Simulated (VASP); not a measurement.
# CuAs (P6_3/mmc) in VASP: a series of runs, part 2 of 2

VASP 6.6.1.

**3. Single point, LDA**

This run uses another cell than the first one, of 16.46 Å³/atom.

Input file INCAR:

```
SYSTEM = CuAs
  PREC = Accurate
  ENCUT = 520
  EDIFF = 1E-6
  ISMEAR = 0
  SIGMA = 0.15
  LREAL = .FALSE.
  LASPH = .TRUE.
  NELM = 60
  ALGO = Normal
  ISIF = 2
  LWAVE = .FALSE.
  LCHARG = .FALSE.
  GGA = CA
  NBANDS = 24
```

Input file KPOINTS:

```
Automatic mesh
0
G
  12 12 8
  0 0 0
```

Input file POSCAR:

```
CuAs
1.0
    3.9561000000      0.0000000000      0.0000000000
   -1.9780500000      3.4260830999      0.0000000000
    0.0000000000      0.0000000000      4.8580437534
Cu As
2 2
Direct
    0.0000000000      0.0000000000      0.5000000000
    0.0000000000      0.0000000000      0.0000000000
    0.6666666667      0.3333333333      0.7500000000
    0.3333333333      0.6666666667      0.2500000000
```

Potentials or basis: VASP PAW LDA potentials, release 64 (Cu, As).

On the command line:

```sh
> cat potpaw_LDA.64/Cu/POTCAR potpaw_LDA.64/As/POTCAR > POTCAR
> mpirun -np 1 vasp_std > vasp.out
```

OUTCAR:

```text
SYSTEM = CuAs
   PREC = Accurate
   ENCUT = 520
   EDIFF = 1E-6
   ISMEAR = 0
   LREAL = .FALSE.
   LASPH = .TRUE.
   NELM = 60
   ISIF = 2
   GGA = CA

 ion  position               nearest neighbor table
   1  0.000  0.000  0.500-   2 2.43   2 2.43   4 2.59   3 2.59   4 2.59   3 2.59   3 2.59   4 2.59

   2  0.000  0.000  0.000-   1 2.43   1 2.43   4 2.59   3 2.59   4 2.59   3 2.59   3 2.59   4 2.59

   3  0.667  0.333  0.750-   1 2.59   2 2.59   1 2.59   2 2.59   1 2.59   2 2.59
   4  0.333  0.667  0.250-   1 2.59   2 2.59   1 2.59   2 2.59   1 2.59   2 2.59

  LATTYP: Found a hexagonal cell.
 ALAT       =     3.9561000000
 C/A-ratio  =     1.2279881078

  Lattice vectors:

 A1 = (   3.9561000000,   0.0000000000,   0.0000000000)
 A2 = (  -1.9780500000,   3.4260830999,   0.0000000000)
 A3 = (   0.0000000000,   0.0000000000,   4.8580437534)

Analysis of symmetry for initial positions (statically):
=====================================================================
 Subroutine PRICEL returns:
 Original cell was already a primitive cell.

 Routine SETGRP: Setting up the symmetry group for a
 hexagonal supercell.

 Subroutine GETGRP returns: Found 24 space group operations
 (whereof 12 operations were pure point group operations)
 out of a pool of 24 trial point group operations.

The static configuration has the point symmetry D_3d.
 The point group associated with its full space group is D_6h.

Analysis of symmetry for dynamics (positions and initial velocities):
=====================================================================
 Subroutine PRICEL returns:
 Original cell was already a primitive cell.

 Routine SETGRP: Setting up the symmetry group for a
 hexagonal supercell.

 Subroutine GETGRP returns: Found 24 space group operations
 (whereof 12 operations were pure point group operations)
 out of a pool of 24 trial point group operations.

The dynamic configuration has the point symmetry D_3d.
 The point group associated with its full space group is D_6h.

 Subroutine INISYM returns: Found 24 space group operations
 (whereof 12 operations are pure point group operations),
 and found     1 'primitive' translations

----------------------------------------------------------------------------------------

                                     Primitive cell

  volume of cell :      65.8456

  direct lattice vectors                    reciprocal lattice vectors
     3.956100000  0.000000000  0.000000000     0.252774197  0.145939251  0.000000000
    -1.978050000  3.426083100  0.000000000     0.000000000  0.291878501  0.000000000
     0.000000000  0.000000000  4.858043753     0.000000000  0.000000000  0.205844173

  length of vectors
     3.956100000  3.956100000  4.858043753     0.291878501  0.291878501  0.205844173

  position of ions in fractional coordinates (direct lattice)
     0.000000000  0.000000000  0.500000000
     0.000000000  0.000000000  0.000000000
     0.666666667  0.333333333  0.750000000
     0.333333333  0.666666667  0.250000000

  ion indices of the primitive-cell ions
   primitive index   ion index
                 1           1
                 2           2
                 3           3
                 4           4

----------------------------------------------------------------------------------------

 KPOINTS: Automatic mesh

Automatic generation of k-mesh.
 Grid dimensions read from file:
 generate k-points for:   12   12    8

 Generating k-lattice:

  Cartesian coordinates                     Fractional coordinates (reciprocal lattice)
     0.021064516  0.012161604  0.000000000     0.083333333 -0.000000000  0.000000000
     0.000000000  0.024323208  0.000000000     0.000000000  0.083333333  0.000000000
     0.000000000  0.000000000  0.025730522     0.000000000  0.000000000  0.125000000

  Length of vectors
     0.024323208  0.024323208  0.025730522

  Shift w.r.t. Gamma in fractional coordinates (k-lattice)
     0.000000000  0.000000000  0.000000000

 Subroutine IBZKPT returns following result:
 ===========================================

 Found     95 irreducible k-points:

 Following reciprocal coordinates:
            Coordinates               Weight
  0.000000  0.000000  0.000000      1.000000
  0.083333 -0.000000  0.000000      6.000000
  0.166667 -0.000000  0.000000      6.000000
  0.250000  0.000000  0.000000      6.000000
  0.333333  0.000000  0.000000      6.000000
  0.416667  0.000000  0.000000      6.000000
[... 16 lines left out ...]
  0.250000  0.000000  0.125000     12.000000
  0.333333  0.000000  0.125000     12.000000
 [... further k-points ...]
   k-points           NKPTS =     95   k-points in BZ     NKDIM =     95   number of bands    NBANDS=     24
   number of dos      NEDOS =    301   number of ions     NIONS =      4
   total plane-waves  NPLWV =  32400
   dimension x,y,z NGX =    30 NGY =   30 NGZ =   36
   dimension x,y,z NGXF=    60 NGYF=   60 NGZF=   72
   ions per type =               2   2
   NGX,Y,Z   is equivalent  to a cutoff of  12.61, 12.61, 12.32 a.u.
   NGXF,Y,Z  is equivalent  to a cutoff of  25.21, 25.21, 24.64 a.u.
 SYSTEM =  CuAs
   PREC   = accura    normal or accurate (medium, high low for compatibility)
   ISTART =      0    job   : 0-new  1-cont  2-samecut
   ICHARG =      2    charge: 1-file 2-atom 10-const
   ISPIN  =      1    spin polarized calculation?
   LNONCOLLINEAR =      F non collinear calculations
   LSORBIT =      F    spin-orbit coupling
   LASPH  =      T    aspherical Exc in radial PAW
   ENCUT  =  520.0 eV  38.22 Ry    6.18 a.u.   7.36  7.36  9.03*2*pi/ulx,y,z
   NELM   =     60;   NELMIN=  2; NELMDL= -5     # of ELM steps
   EDIFF  = 0.1E-05   stopping-criterion for ELM
   LREAL  =      F    real-space projection
   EDIFFG = 0.1E-04   stopping-criterion for IOM
   NSW    =      0    number of steps for IOM
   IBRION =     -1    ionic relax: 0-MD 1-quasi-New 2-CG
   NFREE  =      0    steps in history (QN), initial steepest desc. (CG)
   ISIF   =      2    stress and relaxation
   ISYM   =      2    0-nonsym 1-usesym 2-fastsym
   POTIM  = 0.5000    time-step for ionic-motion
   TEBEG  =    0.0;   TEEND  =   0.0 temperature during run
   PSTRESS=    0.0 pullay stress
   NELECT =      32.0000    total number of electrons
   NUPDOWN=      -1.0000    fix difference up-down
   EMIN   =  10.00;   EMAX   =-10.00  energy-range for DOS
   EFERMI =   0.00;   METHOD = LEGACY
   ISMEAR =     0;   SIGMA  =   0.15  broadening in eV -4-tet -1-fermi 0-gaus
   EFERMI_NEDOS =   21; number of points for ismear=-14 and -15
   IALGO  =     38    algorithm
   IMIX   =      4    mixing-type and parameters
     AMIX     =   0.40;   BMIX     =  1.00
     AMIX_MAG =   1.60;   BMIX_MAG =  1.00
  volume/ion in A,a.u.               =      16.46       111.09
  Fermi-wavevector in a.u.,A,eV,Ry     =   1.287111  2.432287 22.540152  1.656654
  Thomas-Fermi vector in A             =   2.419145
   LORBIT       =      0    0 simple, 1 ext, 2 COOP (PROOUT), +10 PAW based schemes
   GGA     = CA    functional components
   LHFCALC =     F    Hartree Fock is set to
   AEXX    =    0.0000 exact exchange contribution
   IVDW    =     0    specifies the selected vdW correction
   LEPSILON=     F    determine dielectric tensor
   LRPA    =     F    only Hartree local field effects (RPA)
 non-spin polarized calculation
 Gauss-broadening in eV      SIGMA  =   0.15
  energy-cutoff  :      520.00
  volume of cell :       65.85
 maximum number of plane-waves:      1801
 NGX is ok and might be reduce to    30
   NGX = 15   NGY = 15   NGZ = 19

 number of electron      31.9999982 magnetization

 Free energy of the ion-electron system (eV)
  ---------------------------------------------------
  ext. energy  EPLUGINS =         0.00000000
  ---------------------------------------------------
  free energy    TOTEN  =       -19.92246263 eV

  energy without entropy =      -19.89966078  energy(sigma->0) =      -19.91106170

 E-fermi :   6.0919     XC(G=0): -11.3068

 val. band max:        6.0911541871   @ k =   0.2500   0.0833   0.3750
 cond. band min:       6.1004785223   @ k =   0.0833   0.0833   0.3750
 fundamental gap:      0.0093243351
 Fermi energy:         6.0919459844

 k-point     1 :       0.0000    0.0000    0.0000
  band No.  band energies     occupation
      1      -7.2442      2.00000
      2      -3.5718      2.00000
      3       0.3227      2.00000
      4       1.2959      2.00000
      5       1.2959      2.00000
      6       1.5359      2.00000
[... 637 lines left out ...]
     23      14.2731      0.00000
     24      15.0626      0.00000

 [... further k-points ...]
[... 5 lines left out ...]
  --------------------------------------------------------------------------------------
  -------------------------------------------------------------------------------------
  Total       -4.3116869     -4.3116869     -2.2774008      0.0000000      0.0000000      0.0000000
  in kB     -104.9134620   -104.9134620    -55.4145069      0.0000000      0.0000000      0.0000000
  external PRESSURE =     -88.4138103 kB  Pullay stress =       0.0000000 kB

 VOLUME and BASIS-vectors are now :
 -----------------------------------------------------------------------------
  energy-cutoff  :      520.00
  volume of cell :       65.85
      direct lattice vectors                 reciprocal lattice vectors
     3.956100000  0.000000000  0.000000000     0.252774197  0.145939251  0.000000000
    -1.978050000  3.426083100  0.000000000     0.000000000  0.291878501  0.000000000
     0.000000000  0.000000000  4.858043753     0.000000000  0.000000000  0.205844173

 POSITION                                       TOTAL-FORCE (eV/Angst)
 -----------------------------------------------------------------------------------
      0.00000      0.00000      2.42902         0.000000      0.000000      0.000000
      0.00000      0.00000      0.00000         0.000000      0.000000      0.000000
      1.97805      1.14203      3.64353         0.000000     -0.000000     -0.000000
     -0.00000      2.28406      1.21451        -0.000000      0.000000      0.000000
 -----------------------------------------------------------------------------------
    total drift:                               -0.000000     -0.000000      0.000000

  FREE ENERGIE OF THE ION-ELECTRON SYSTEM (eV)
  ---------------------------------------------------
  free  energy   TOTEN  =       -19.9224626332 eV

  energy  without entropy=      -19.8996607760  energy(sigma->0) =      -19.91106170
```

OSZICAR:

```text
N       E                     dE             d eps       ncg     rms          rms(c)
DAV:   1     0.212803121419E+03    0.21280E+03   -0.13799E+04  4592   0.171E+03
DAV:   2    -0.545393699569E+01   -0.21826E+03   -0.20538E+03  4584   0.318E+02
DAV:   3    -0.222336922434E+02   -0.16780E+02   -0.15710E+02  6192   0.108E+02
DAV:   4    -0.227632942509E+02   -0.52960E+00   -0.52837E+00  5216   0.175E+01
DAV:   5    -0.227757936190E+02   -0.12499E-01   -0.12494E-01  6240   0.248E+00    0.154E+01
DAV:   6    -0.245108798932E+02   -0.17351E+01   -0.43522E+01  5352   0.188E+02    0.129E+01
DAV:   7    -0.200179179728E+02    0.44930E+01   -0.12463E+01  5416   0.933E+01    0.259E+00
DAV:   8    -0.199474532828E+02    0.70465E-01   -0.14715E+00  7272   0.259E+01    0.163E+00
DAV:   9    -0.199235188357E+02    0.23934E-01   -0.24424E-01  6968   0.903E+00    0.221E-01
DAV:  10    -0.199241949528E+02   -0.67612E-03   -0.65008E-03  7384   0.141E+00    0.294E-01
DAV:  11    -0.199224278909E+02    0.17671E-02   -0.39543E-03  6264   0.208E+00    0.478E-02
DAV:  12    -0.199225332863E+02   -0.10540E-03   -0.10733E-03  4960   0.186E-01    0.529E-02
DAV:  13    -0.199224610445E+02    0.72242E-04   -0.10777E-04  7040   0.296E-01    0.750E-03
DAV:  14    -0.199224627798E+02   -0.17354E-05   -0.27334E-05  7096   0.375E-02    0.292E-03
DAV:  15    -0.199224626332E+02    0.14660E-06   -0.13983E-07  2968   0.693E-03
   1 F= -.19922463E+02 E0= -.19911062E+02  d E =-.228019E-01
```

Wall time 3.7 min (1 thread of AMD EPYC 7R43 (Zen 3), shared host); peak memory 0.21 GiB.

Results:

```yaml
Free_energy: -19.9225 eV
Pressure: -8.8 GPa
Band_gap_on_the_k_mesh: zero (bands 16 and 17 overlap by 1.76 eV)
```

Caveat: the cell stands under tension.

**4. Single point, LDA**

This run uses another cell than the first one, of 16.57 Å³/atom.

Input file INCAR:

```
SYSTEM = CuAs
PREC     = Accurate       ! precision mode
ENCUT    = 520            ! plane-wave cutoff, eV
EDIFF    = 1E-7           ! SCF threshold, eV
ISMEAR   = 0              ! smearing method
SIGMA    = 0.15           ! smearing width, eV
LREAL    = .FALSE.        ! projectors in reciprocal space
LASPH    = .TRUE.         ! aspherical terms in the spheres
NELM     = 80             ! most SCF steps
ALGO     = Normal         ! electronic algorithm
ISIF     = 2              ! what is computed and relaxed
LWAVE    = .FALSE.        ! write WAVECAR
LCHARG   = .FALSE.        ! write CHGCAR
GGA      = CA             ! functional
NBANDS   = 24             ! bands
```

Input file KPOINTS:

```
regular mesh
0
G
  12 12 8
  0 0 0
```

Input file POSCAR:

```
CuAs
1.0
    3.8679000000      0.0000000000      0.0000000000
   -1.9339500000      3.3496996593      0.0000000000
    0.0000000000      0.0000000000      5.1171000000
Cu As
2 2
Direct
    0.0000000000      0.0000000000      0.5000000000
    0.0000000000      0.0000000000      0.0000000000
    0.6666666667      0.3333333333      0.7500000000
    0.3333333333      0.6666666667      0.2500000000
```

On the command line:

```sh
> cat potpaw_LDA.64/Cu/POTCAR potpaw_LDA.64/As/POTCAR > POTCAR
> mpirun -np 1 vasp_std > vasp.out
```

Run time: 4.3 min. Hardware: 1 thread of AMD EPYC 7R43 (Zen 3), shared host; peak memory 0.22 GiB.

Results (log left out):

```yaml
Free_energy: -19.9139 eV
Pressure: -9.6 GPa
Band_gap_on_the_k_mesh: zero (bands 16 and 17 overlap by 2.11 eV)
```

Stress tensor (GPa, compression positive):
```
 -8.68   0.00   0.00
  0.00  -8.68   0.00
  0.00   0.00 -11.36
```

Levels at points of the mesh, in eV from the Fermi level:
```tsv
k point	band 12	band 13	band 14	band 15	band 16	band 17	band 18	band 19	band 20	band 21
(0.00, 0.00, 0.00)	-2.82	-1.63	-0.05	-0.05	1.27	1.27	2.44	2.77	3.15	6.29
(0.50, 0.00, 0.00)	-2.89	-2.84	-2.83	-2.82	-2.26	0.03	2.33	3.38	4.66	5.01
(0.00, 0.00, 0.50)	-3.35	-1.35	-1.35	0.95	0.95	0.95	0.95	4.30	4.30	5.91
(0.50, 0.00, 0.50)	-3.20	-3.06	-3.06	-0.57	-0.57	0.34	0.34	4.29	4.29	7.17
```

Caveat: the cell stands under tension.

**5. Single point, LDA**

This run uses another cell than the first one, of 16.74 Å³/atom.

Input file INCAR:

```
SYSTEM = CuAs
PREC = Accurate ; ENCUT = 520
EDIFF = 1E-7 ; ISMEAR = 0
SIGMA = 0.15 ; LREAL = .False.
LASPH = .True. ; NELM = 100
ALGO = Normal ; ISIF = 2
LWAVE = .False. ; LCHARG = .True.
LELF = .True. ; LVHAR = .True.
NBANDS = 24
```

Input file KPOINTS:

```
Automatic mesh
0
Gamma
  12 12 8
  0 0 0
```

Input file POSCAR:

```
CuAs
1.0
    4.0443000000      0.0000000000      0.0000000000
   -2.0221500000      3.5024665405      0.0000000000
    0.0000000000      0.0000000000      4.7285000000
Cu As
2 2
Direct
    0.0000000000      0.0000000000      0.5000000000
    0.0000000000      0.0000000000      0.0000000000
    0.6666666667      0.3333333333      0.7500000000
    0.3333333333      0.6666666667      0.2500000000
```

On the command line:

```sh
> cat potpaw_LDA.64/Cu/POTCAR potpaw_LDA.64/As/POTCAR > POTCAR
> mpirun -np 1 vasp_std > vasp.out
```

Run time: 3.9 min. Hardware: 1 thread of AMD EPYC 7R43 (Zen 3), shared host; peak memory 0.21 GiB.

Results (log left out):

```
Free energy            : -19.7492 eV
Pressure               : -9.7 GPa
Band gap on the k mesh : zero (bands 16 and 17 overlap by 1.53 eV)
```

Stress tensor (GPa, compression positive):
```
-13.31   0.00   0.00
  0.00 -13.31   0.00
  0.00   0.00  -2.38
```

Levels at points of the mesh, in eV from the Fermi level:
| k point | band 13 | band 14 | band 15 | band 16 | band 17 | band 18 | band 19 | band 20 |
| --- | --- | --- | --- | --- | --- | --- | --- | --- |
| (0.00, 0.00, 0.00) | -1.13 | -0.49 | -0.49 | 0.76 | 0.76 | 2.14 | 2.22 | 2.65 |
| (0.50, 0.00, 0.00) | -2.60 | -2.52 | -2.50 | -2.42 | 0.42 | 2.46 | 3.12 | 4.71 |
| (0.00, 0.00, 0.50) | -1.24 | -1.24 | 0.66 | 0.66 | 0.66 | 0.66 | 3.89 | 3.89 |
| (0.50, 0.00, 0.50) | -2.99 | -2.99 | -0.71 | -0.71 | 0.16 | 0.16 | 4.93 | 4.93 |

Caveat: the cell stands under tension.

**6. Single point, LDA**

This run uses another cell than the first one, of 16.90 Å³/atom.

Input file INCAR:

```
SYSTEM = CuAs
  PREC = Accurate
  ENCUT = 520
  EDIFF = 1E-6
  ISMEAR = 0
  SIGMA = 0.15
  LREAL = .FALSE.
  LASPH = .TRUE.
  NELM = 100
  ALGO = Normal
  ISIF = 2
  LWAVE = .FALSE.
  LCHARG = .TRUE.
  GGA = CA
  LELF = .TRUE.
  LVHAR = .TRUE.
  NBANDS = 24
```

Input file KPOINTS:

```
Automatic mesh
0
G
  12 12 8
  0 0 0
```

Input file POSCAR:

```
CuAs
1.0
    3.9561000000      0.0000000000      0.0000000000
   -1.9780500000      3.4260830999      0.0000000000
    0.0000000000      0.0000000000      4.9876000000
Cu As
2 2
Direct
    0.0000000000      0.0000000000      0.5000000000
    0.0000000000      0.0000000000      0.0000000000
    0.6666666667      0.3333333333      0.7500000000
    0.3333333333      0.6666666667      0.2500000000
```

Potentials or basis: VASP PAW LDA potentials, release 64 (Cu, As).

On the command line:

```sh
> cat potpaw_LDA.64/Cu/POTCAR potpaw_LDA.64/As/POTCAR > POTCAR
> mpirun -np 1 vasp_std > vasp.out
```

It took 3 min on 1 thread of AMD EPYC 7R43 (Zen 3), shared host; peak memory 0.22 GiB.

Results (log left out):

```yaml
Free_energy: -19.8373 eV
Pressure: -11.0 GPa
Band_gap_on_the_k_mesh: zero (bands 16 and 17 overlap by 1.86 eV)
```

Stress tensor (GPa, compression positive):
```
-11.55   0.00   0.00
  0.00 -11.55   0.00
  0.00   0.00  -9.83
```

Levels at points of the mesh, in eV from the Fermi level:
```
           k point  band 13  band 14  band 15  band 16  band 17  band 18  band 19  band 20
(0.00, 0.00, 0.00)    -1.42    -0.22    -0.22     1.05     1.05     2.49     2.51     2.67
(0.50, 0.00, 0.00)    -2.76    -2.69    -2.66    -2.31     0.19     2.33     3.27     4.64
(0.00, 0.00, 0.50)    -1.29    -1.29     0.82     0.82     0.82     0.82     4.07     4.07
(0.50, 0.00, 0.50)    -2.99    -2.99    -0.61    -0.61     0.27     0.27     4.50     4.50
```

Caveat: the cell stands under tension.

**7. The runs side by side**

| cell | gap on the mesh (eV) | pressure (GPa) |
| --- | --- | --- |
| a = 4.044, b = 4.044, c = 4.599 Å, angles 90.0, 90.0, 120.0°, 4 atoms | none | -6.8 |
| a = 3.956, b = 3.956, c = 4.858 Å, angles 90.0, 90.0, 120.0°, 4 atoms | none | -8.8 |
| a = 3.868, b = 3.868, c = 5.117 Å, angles 90.0, 90.0, 120.0°, 4 atoms | none | -9.6 |
| a = 4.044, b = 4.044, c = 4.729 Å, angles 90.0, 90.0, 120.0°, 4 atoms | none | -9.7 |
| a = 3.956, b = 3.956, c = 4.988 Å, angles 90.0, 90.0, 120.0°, 4 atoms | none | -11.0 |

Alike in all rows: task single point; level LDA; potentials or basis VASP PAW LDA potentials, release 64 (Cu, As); no spin polarisation; k mesh 12 × 12 × 8; cutoff (eV) 520; smearing gaussian 0.15 eV.

Caveats: the cell stands under tension.

Absolute energies hang on the potentials; compare differences alone.
